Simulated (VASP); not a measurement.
# Si7Ge (R3m) in VASP: a series of runs

Si7Ge is run at these levels: r2SCAN; tasks: single point.

Program: VASP 6.6.1. These are calculated values, not measurements. Logs are shortened: lines on timing, memory, paths and dates and some standing lists are left out, and cuts for length are marked.

**1. The cell of the first run**

Symmetry: R3m, No. 160, trigonal system. The conventional cell has a = 7.733 Å, b = 7.733 Å, c = 9.471 Å, α = 90.00°, β = 90.00°, γ = 120.00°. Within 3.2 Å of Si (site symmetry 3m) lie 3 Si at 2.40 Å and 1 Ge at 2.44 Å. Si (site symmetry m) has 4 Si at 2.36 to 2.40 Å within 3.1 Å. Si (site symmetry m) has 3 Si at 2.36 to 2.37 Å and 1 Ge at 2.42 Å within 3.1 Å. Within 3.2 Å of Ge (site symmetry 3m) lie 4 Si at 2.42 to 2.44 Å.

**2. Single point, r2SCAN (atoms displaced along a vibrational mode)**

File POSCAR:

```
Si7Ge
1.0
    5.4679684304      0.0000000000      0.0000000000
    0.0000000000      5.4679684304      0.0000000000
    0.0000000000      0.0000000000      5.4679684304
Si Ge
7 1
Direct
    0.2262409447      0.2262409447      0.2262409447
    0.0392162215      0.5075513390      0.5075513390
    0.5075513390      0.5075513390      0.0392162215
    0.5075513390      0.0392162215      0.5075513390
    0.7544688710      0.2924198300      0.7544688710
    0.7544688710      0.7544688710      0.2924198300
    0.2924198300      0.7544688710      0.7544688710
   -0.0316763132     -0.0316763132     -0.0316763132
```

File INCAR.step1:

```
PREC = Accurate ; ENCUT = 550
ISMEAR = 0 ; SIGMA = 0.05
LREAL = False ; LASPH = True
NELM = 120 ; NBANDS = 31
GGA = PE ; ALGO = Normal
EDIFF = 1E-5 ; LWAVE = True
LCHARG = False ; GGA_COMPAT = False
```

File INCAR.step2:

```
PREC = Accurate ; ENCUT = 550
EDIFF = 1E-6 ; ISMEAR = 0
SIGMA = 0.05 ; LREAL = False
LASPH = True ; NELM = 120
ALGO = Normal ; ISIF = 2
LWAVE = False ; LCHARG = True
METAGGA = R2SCAN ; LMIXTAU = True
LELF = True ; LVHAR = True
NBANDS = 31 ; ISTART = 1
GGA_COMPAT = False
```

File KPOINTS:

```
Automatic mesh
0
Gamma
  6 6 6
```

Potentials or basis: VASP PAW PBE potentials, release 64 (Si, Ge_d).

Started as:

```console
cat potpaw_PBE.64/Si/POTCAR potpaw_PBE.64/Ge_d/POTCAR > POTCAR
cp INCAR.step1 INCAR
mpirun -np 1 vasp_std > vasp.out
cp INCAR.step2 INCAR
mpirun -np 1 vasp_std > vasp.out
```

OUTCAR:

```text
PREC = Accurate
   ENCUT = 550
   EDIFF = 1E-6
   ISMEAR = 0
   LREAL = False
   LASPH = True
   NELM = 120
   ISIF = 2
   METAGGA = R2SCAN
   ISTART = 1

 ion  position               nearest neighbor table
   1  0.226  0.226  0.226-   2 2.40   3 2.40   4 2.40   8 2.44
   2  0.039  0.508  0.508-   7 2.36   6 2.37   5 2.37   1 2.40
   3  0.508  0.508  0.039-   6 2.36   5 2.37   7 2.37   1 2.40
   4  0.508  0.039  0.508-   5 2.36   6 2.37   7 2.37   1 2.40
   5  0.754  0.292  0.754-   4 2.36   3 2.37   2 2.37   8 2.42
   6  0.754  0.754  0.292-   3 2.36   2 2.37   4 2.37   8 2.42
   7  0.292  0.754  0.754-   2 2.36   3 2.37   4 2.37   8 2.42
   8  0.968  0.968  0.968-   5 2.42   6 2.42   7 2.42   1 2.44

  LATTYP: Found a simple cubic cell.
 ALAT       =     5.4679684304

  Lattice vectors:

 A1 = (   5.4679684304,   0.0000000000,   0.0000000000)
 A2 = (   0.0000000000,   5.4679684304,   0.0000000000)
 A3 = (   0.0000000000,   0.0000000000,   5.4679684304)

Analysis of symmetry for initial positions (statically):
=====================================================================
 Subroutine PRICEL returns:
 Original cell was already a primitive cell.

 Routine SETGRP: Setting up the symmetry group for a
 simple cubic supercell.

 Subroutine GETGRP returns: Found  6 space group operations
 (whereof  6 operations were pure point group operations)
 out of a pool of 48 trial point group operations.

The static configuration has the point symmetry C_3v.

Analysis of symmetry for dynamics (positions and initial velocities):
=====================================================================
 Subroutine PRICEL returns:
 Original cell was already a primitive cell.

 Routine SETGRP: Setting up the symmetry group for a
 simple cubic supercell.

 Subroutine GETGRP returns: Found  6 space group operations
 (whereof  6 operations were pure point group operations)
 out of a pool of 48 trial point group operations.

The dynamic configuration has the point symmetry C_3v.

 Subroutine INISYM returns: Found  6 space group operations
 (whereof  6 operations are pure point group operations),
 and found     1 'primitive' translations

----------------------------------------------------------------------------------------

                                     Primitive cell

  volume of cell :     163.4850

  direct lattice vectors                    reciprocal lattice vectors
     5.467968430  0.000000000  0.000000000     0.182883280  0.000000000  0.000000000
     0.000000000  5.467968430  0.000000000     0.000000000  0.182883280  0.000000000
     0.000000000  0.000000000  5.467968430     0.000000000  0.000000000  0.182883280

  length of vectors
     5.467968430  5.467968430  5.467968430     0.182883280  0.182883280  0.182883280

  position of ions in fractional coordinates (direct lattice)
     0.226240945  0.226240945  0.226240945
     0.039216221  0.507551339  0.507551339
     0.507551339  0.507551339  0.039216221
     0.507551339  0.039216221  0.507551339
     0.754468871  0.292419830  0.754468871
     0.754468871  0.754468871  0.292419830
     0.292419830  0.754468871  0.754468871
     0.968323687  0.968323687  0.968323687

  ion indices of the primitive-cell ions
   primitive index   ion index
                 1           1
                 2           2
                 3           3
                 4           4
                 5           5
                 6           6
                 7           7
                 8           8

----------------------------------------------------------------------------------------

 KPOINTS: Automatic mesh

Automatic generation of k-mesh.
 Grid dimensions read from file:
 generate k-points for:    6    6    6

 Generating k-lattice:

  Cartesian coordinates                     Fractional coordinates (reciprocal lattice)
     0.030480547  0.000000000  0.000000000     0.166666667  0.000000000  0.000000000
     0.000000000  0.030480547  0.000000000     0.000000000  0.166666667  0.000000000
     0.000000000  0.000000000  0.030480547     0.000000000  0.000000000  0.166666667

  Length of vectors
     0.030480547  0.030480547  0.030480547

  Shift w.r.t. Gamma in fractional coordinates (k-lattice)
     0.000000000  0.000000000  0.000000000

 Subroutine IBZKPT returns following result:
 ===========================================

 Found     32 irreducible k-points:

 Following reciprocal coordinates:
            Coordinates               Weight
  0.000000  0.000000  0.000000      1.000000
  0.166667  0.000000  0.000000      6.000000
  0.333333  0.000000  0.000000      6.000000
  0.500000  0.000000  0.000000      3.000000
  0.166667  0.166667  0.000000      6.000000
 -0.166667  0.166667  0.000000      6.000000
[... 16 lines left out ...]
 -0.166667  0.333333  0.333333      6.000000
  0.500000  0.333333  0.166667     12.000000
 [... further k-points ...]
[... 64 lines left out ...]

  energy without entropy =      -74.72983703  energy(sigma->0) =      -74.72983703

 E-fermi :   5.7337     XC(G=0): -10.0116

 val. band max:        5.5593985672   @ k =   0.0000   0.0000   0.0000
 cond. band min:       5.9029060113   @ k =   0.0000   0.0000   0.0000
 fundamental gap:      0.3435074441
 Fermi energy:         5.7337435347

 k-point     1 :       0.0000    0.0000    0.0000
  band No.  band energies     occupation
      1     -19.2692      2.00000
      2     -19.2268      2.00000
      3     -19.2268      2.00000
      4     -19.2064      2.00000
      5     -19.2064      2.00000
      6      -6.9956      2.00000
[... 23 lines left out ...]
     30       8.4544      0.00000
     31       8.7373      0.00000

 k-point     2 :       0.1667    0.0000    0.0000
  band No.  band energies     occupation
      1     -19.2692      2.00000
      2     -19.2268      2.00000
      3     -19.2268      2.00000
      4     -19.2064      2.00000
      5     -19.2064      2.00000
      6      -6.8694      2.00000
[... 23 lines left out ...]
     30       9.0946      0.00000
     31       9.4936      0.00000

 k-point     3 :       0.3333    0.0000    0.0000
  band No.  band energies     occupation
      1     -19.2692      2.00000
      2     -19.2268      2.00000
      3     -19.2267      2.00000
      4     -19.2064      2.00000
      5     -19.2063      2.00000
      6      -6.4937      2.00000
[... 23 lines left out ...]
     30      10.3942      0.00000
     31      10.4078      0.00000

 k-point     4 :       0.5000    0.0000    0.0000
  band No.  band energies     occupation
      1     -19.2693      2.00000
      2     -19.2268      2.00000
      3     -19.2267      2.00000
      4     -19.2064      2.00000
      5     -19.2063      2.00000
      6      -5.9572      2.00000
[... 23 lines left out ...]
     30      10.7244      0.00000
     31      10.7540      0.00000

 k-point     5 :       0.1667    0.1667    0.0000
  band No.  band energies     occupation
      1     -19.2692      2.00000
      2     -19.2268      2.00000
      3     -19.2268      2.00000
      4     -19.2064      2.00000
      5     -19.2063      2.00000
      6      -6.7442      2.00000
[... 23 lines left out ...]
     30       8.9105      0.00000
     31      10.5370      0.00000
[... 542 lines left out ...]
     30      10.4690      0.00000
     31      10.6992      0.00000

 k-point    22 :      -0.3333    0.3333    0.1667
  band No.  band energies     occupation
      1     -19.2693      2.00000
      2     -19.2268      2.00000
      3     -19.2267      2.00000
      4     -19.2063      2.00000
      5     -19.2063      2.00000
      6      -5.9003      2.00000
[... 23 lines left out ...]
     30      10.5202      0.00000
     31      10.7298      0.00000

 k-point    23 :      -0.1667    0.3333    0.3333
  band No.  band energies     occupation
      1     -19.2693      2.00000
      2     -19.2268      2.00000
      3     -19.2267      2.00000
      4     -19.2063      2.00000
      5     -19.2063      2.00000
      6      -5.9002      2.00000
[... 23 lines left out ...]
     30      10.5214      0.00000
     31      10.7953      0.00000

 k-point    24 :       0.5000    0.3333    0.1667
  band No.  band energies     occupation
      1     -19.2693      2.00000
      2     -19.2268      2.00000
      3     -19.2267      2.00000
      4     -19.2063      2.00000
      5     -19.2063      2.00000
      6      -5.4234      2.00000
[... 23 lines left out ...]
     30      10.4696      0.00000
     31      10.5634      0.00000

 [... further k-points ...]

------------------------ aborting loop because EDIFF is reached ----------------------------------------

  FORCE on cell =-STRESS in cart. coord.  units (eV):
  Direction    XX          YY          ZZ          XY          YZ          ZX
  --------------------------------------------------------------------------------------
  -------------------------------------------------------------------------------------
  Total       -1.8333933     -1.8333933     -1.8333933     -0.0686204     -0.0686204     -0.0686204
  in kB      -17.9675236    -17.9675236    -17.9675236     -0.6724903     -0.6724903     -0.6724903
  external PRESSURE =     -17.9675236 kB  Pullay stress =       0.0000000 kB

 VOLUME and BASIS-vectors are now :
 -----------------------------------------------------------------------------
  energy-cutoff  :      550.00
  volume of cell :      163.49
      direct lattice vectors                 reciprocal lattice vectors
     5.467968430  0.000000000  0.000000000     0.182883280  0.000000000  0.000000000
     0.000000000  5.467968430  0.000000000     0.000000000  0.182883280  0.000000000
     0.000000000  0.000000000  5.467968430     0.000000000  0.000000000  0.182883280

 POSITION                                       TOTAL-FORCE (eV/Angst)
 -----------------------------------------------------------------------------------
      1.23708      1.23708      1.23708         0.565659      0.565659      0.565659
      0.21443      2.77527      2.77527        -0.420965     -0.243853     -0.243853
      2.77527      2.77527      0.21443        -0.243853     -0.243853     -0.420965
      2.77527      0.21443      2.77527        -0.243853     -0.420965     -0.243853
      4.12541      1.59894      4.12541         0.137074     -0.442295      0.137074
      4.12541      4.12541      1.59894         0.137074      0.137074     -0.442295
      1.59894      4.12541      4.12541        -0.442295      0.137074      0.137074
      5.29476      5.29476      5.29476         0.511158      0.511158      0.511158
 -----------------------------------------------------------------------------------
    total drift:                                0.005543      0.005543      0.005560

  FREE ENERGIE OF THE ION-ELECTRON SYSTEM (eV)
  ---------------------------------------------------
  free  energy   TOTEN  =       -74.7298370317 eV

  energy  without entropy=      -74.7298370289  energy(sigma->0) =      -74.72983703
```

Wall time 13 min (1 thread of Oxide Virtual Turin-like, shared host); peak memory 0.34 GiB.

Results:

```
Free energy            : -74.7298 eV
Pressure               : -1.8 GPa
Largest force          : 0.980 eV/Å
Band gap on the k mesh : 0.34 eV
```

Forces in eV/Å, atoms in the order of the input:
```
Si   0.566  0.566  0.566
Si  -0.421 -0.244 -0.244
Si  -0.244 -0.244 -0.421
Si  -0.244 -0.421 -0.244
Si   0.137 -0.442  0.137
Si   0.137  0.137 -0.442
Si  -0.442  0.137  0.137
Ge   0.511  0.511  0.511
```

Stress tensor (GPa, compression positive):
```
-1.80 -0.07 -0.07
-0.07 -1.80 -0.07
-0.07 -0.07 -1.80
```

Caveat: the cell differs from its parent crystal (atoms displaced along a vibrational mode); the PAW data sets were made with another functional, which shifts forces and pressure a little. A k mesh can miss the band edges.

**3. Single point, r2SCAN (atoms displaced along a vibrational mode)**

File POSCAR:

```
Si7Ge
1.0
    5.4679684304      0.0000000000      0.0000000000
    0.0000000000      5.4679684304      0.0000000000
    0.0000000000      0.0000000000      5.4679684304
Si Ge
7 1
Direct
    0.2720731183      0.2720731183      0.2720731183
   -0.0294121661      0.4943364958      0.4943364958
    0.4943364958      0.4943364958     -0.0294121661
    0.4943364958     -0.0294121661      0.4943364958
    0.7423945199      0.2224389543      0.7423945199
    0.7423945199      0.7423945199      0.2224389543
    0.2224389543      0.7423945199      0.7423945199
    0.0237572349      0.0237572349      0.0237572349
```

File INCAR.step1:

```
SYSTEM = Si7Ge
PREC = Accurate ; ENCUT = 550
ISMEAR = 0 ; SIGMA = 0.05
LREAL = .False. ; LASPH = .True.
NELM = 120 ; NBANDS = 31
GGA = PE ; ALGO = Normal
EDIFF = 1E-5 ; LWAVE = .True.
LCHARG = .False. ; GGA_COMPAT = .False.
```

File INCAR.step2:

```
SYSTEM = Si7Ge
PREC = Accurate ; ENCUT = 550
EDIFF = 1E-6 ; ISMEAR = 0
SIGMA = 0.05 ; LREAL = .False.
LASPH = .True. ; NELM = 120
ALGO = Normal ; ISIF = 2
LWAVE = .False. ; LCHARG = .False.
METAGGA = R2SCAN ; LMIXTAU = .True.
NBANDS = 31 ; ISTART = 1
GGA_COMPAT = .False.
```

File KPOINTS:

```
regular mesh
0
Gamma
  6 6 6
  0 0 0
```

Potentials or basis: VASP PAW PBE potentials, release 64 (Si, Ge_d).

Started as:

```console
cat potpaw_PBE.64/Si/POTCAR potpaw_PBE.64/Ge_d/POTCAR > POTCAR
cp INCAR.step1 INCAR
mpirun -np 1 vasp_std > vasp.out
cp INCAR.step2 INCAR
mpirun -np 1 vasp_std > vasp.out
```

It took 14 min on 1 thread of Oxide Virtual Turin-like, shared host; peak memory 0.34 GiB.

It converged, with:

```yaml
Free_energy: -74.9477 eV
Pressure: -1.1 GPa
Largest_force: 1.359 eV/Å
Band_gap_on_the_k_mesh: 0.61 eV
```

Forces in eV/Å, atoms in the order of the input:
```
Si  -0.057 -0.057 -0.057
Si   0.320 -0.054 -0.054
Si  -0.054 -0.054  0.320
Si  -0.054  0.320 -0.054
Si   0.155  0.319  0.155
Si   0.155  0.155  0.319
Si   0.319  0.155  0.155
Ge  -0.784 -0.784 -0.784
```

Stress tensor (GPa, compression positive):
```
-1.10  0.37  0.37
 0.37 -1.10  0.37
 0.37  0.37 -1.10
```

Levels at points of the mesh, in eV from the valence-band top:
| k point | band 18 | band 19 | band 20 | band 21 | band 22 | band 23 | band 24 | band 25 |
| --- | --- | --- | --- | --- | --- | --- | --- | --- |
| (0.00, 0.00, 0.00) | -2.87 | -0.30 | 0.00 | 0.00 | 0.61 | 1.05 | 1.07 | 1.07 |
| (0.50, 0.00, 0.00) | -2.02 | -1.99 | -1.85 | -1.81 | 1.23 | 1.39 | 3.26 | 3.32 |
| (0.50, 0.50, 0.00) | -1.49 | -1.36 | -1.27 | -1.20 | 2.54 | 2.60 | 2.62 | 2.88 |
| (0.50, 0.50, 0.50) | -1.25 | -1.21 | -0.96 | -0.96 | 1.27 | 1.72 | 1.82 | 1.82 |

Caveat: the cell differs from its parent crystal (atoms displaced along a vibrational mode); the PAW data sets were made with another functional, which shifts forces and pressure a little. A k mesh can miss the band edges.

**4. Single point, r2SCAN (atoms displaced along a vibrational mode)**

File POSCAR:

```
Si7Ge
1.0
    5.4679684304      0.0000000000      0.0000000000
    0.0000000000      5.4679684304      0.0000000000
    0.0000000000      0.0000000000      5.4679684304
Si Ge
7 1
Direct
    0.2393358514      0.2393358514      0.2393358514
    0.0196081107      0.5037756695      0.5037756695
    0.5037756695      0.5037756695      0.0196081107
    0.5037756695      0.0196081107      0.5037756695
    0.7510190564      0.2724252941      0.7510190564
    0.7510190564      0.7510190564      0.2724252941
    0.2724252941      0.7510190564      0.7510190564
   -0.0158381566     -0.0158381566     -0.0158381566
```

File INCAR.step1:

```
SYSTEM = Si7Ge
PREC = Accurate
ENCUT = 550
ISMEAR = 0
SIGMA = 0.05
LREAL = .False.
LASPH = .True.
NELM = 120
NBANDS = 31
GGA = PE
ALGO = Normal
EDIFF = 1E-5
LWAVE = .True.
LCHARG = .False.
GGA_COMPAT = .False.
```

File INCAR.step2:

```
SYSTEM = Si7Ge
PREC = Accurate
ENCUT = 550
EDIFF = 1E-6
ISMEAR = 0
SIGMA = 0.05
LREAL = .False.
LASPH = .True.
NELM = 120
ALGO = Normal
ISIF = 2
LWAVE = .False.
LCHARG = .False.
METAGGA = R2SCAN
LMIXTAU = .True.
NBANDS = 31
ISTART = 1
GGA_COMPAT = .False.
```

KPOINTS is that of step 3.

Started as:

```console
cat potpaw_PBE.64/Si/POTCAR potpaw_PBE.64/Ge_d/POTCAR > POTCAR
cp INCAR.step1 INCAR
mpirun -np 1 vasp_std > vasp.out
cp INCAR.step2 INCAR
mpirun -np 1 vasp_std > vasp.out
```

Wall time 16 min (1 thread of Oxide Virtual Turin-like, shared host); peak memory 0.34 GiB.

Results (log left out):

- Free energy: -75.1311 eV
- Pressure: -0.6 GPa
- Largest force: 0.529 eV/Å
- Band gap on the k mesh: 0.56 eV

Forces on the atoms (eV/Å):
```
Si   0.215  0.215  0.215
Si  -0.192 -0.082 -0.082
Si  -0.082 -0.082 -0.192
Si  -0.082 -0.192 -0.082
Si   0.015 -0.195  0.015
Si   0.015  0.015 -0.195
Si  -0.195  0.015  0.015
Ge   0.305  0.305  0.305
```

Stress tensor (GPa, compression positive):
```
-0.60 -0.09 -0.09
-0.09 -0.60 -0.09
-0.09 -0.09 -0.60
```

Levels at points of the mesh, in eV from the valence-band top:
```
           k point  band 19  band 20  band 21  band 22  band 23  band 24
(0.00, 0.00, 0.00)    -0.19     0.00     0.00     0.56     0.97     0.97
(0.50, 0.00, 0.00)    -2.03    -1.93    -1.89     1.22     1.38     3.34
(0.50, 0.50, 0.00)    -1.41    -1.33    -1.31     2.58     2.59     2.63
(0.50, 0.50, 0.50)    -1.15    -1.15    -1.09     1.28     1.77     1.79
```

Caveat: the cell differs from its parent crystal (atoms displaced along a vibrational mode); the PAW data sets were made with another functional, which shifts forces and pressure a little.

**5. The runs side by side**

| cell | gap on the mesh (eV) | pressure (GPa) | largest force (eV/Å) |
| --- | --- | --- | --- |
| as given, atomic positions A | 0.34 | -1.8 | 0.98 |
| as given, atomic positions B | 0.61 | -1.1 | 1.36 |
| as given, atomic positions C | 0.56 | -0.6 | 0.53 |

Alike in all rows: task single point; level r2SCAN; potentials or basis VASP PAW PBE potentials, release 64 (Si, Ge_d); no spin polarisation; k mesh 6 × 6 × 6; cutoff (eV) 550; smearing gaussian 0.05 eV.

Caveats: the PAW data sets were made with another functional, which shifts forces and pressure a little.

Total energies depend on the potentials used, so only differences within one code and one set of settings carry meaning.
